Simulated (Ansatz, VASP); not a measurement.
**Mo: VASP beside Ansatz**

```
Mo
1.0
    -1.56532    1.56532    1.56532
     1.56532   -1.56532    1.56532
     1.56532    1.56532   -1.56532
Mo
1
Direct
  0.00000 0.00000 0.00000
```

Alike in both runs: task single point; functional PBE; k mesh 8 × 8 × 8; collinear spin.

```csv
,VASP,Ansatz
version,VASP 6.6.1,Ansatz 0.2.0
potentials or method,"VASP PAW PBE potentials, release 64 (Mo_sv), cutoff 520 eV",PAW plane waves
occupations,"fermi-dirac, width 0.1 eV",fermi-dirac
valence electrons in the cell,14,14
```

Ansatz gave:

```
gap on the k mesh at the Fermi level (eV) : none
pressure (GPa)                            : 8.3
net moment per atom (μB)                  : 0.00
```

Task: Which values does VASP return?

Result: gap on the k mesh at the Fermi level (eV): none; pressure (GPa): 8.8; net moment per atom (μB): 0.00.

A gap of «none» marks a metal or a gap that the smearing closes. Ansatz's warnings: seeded moment not kept.
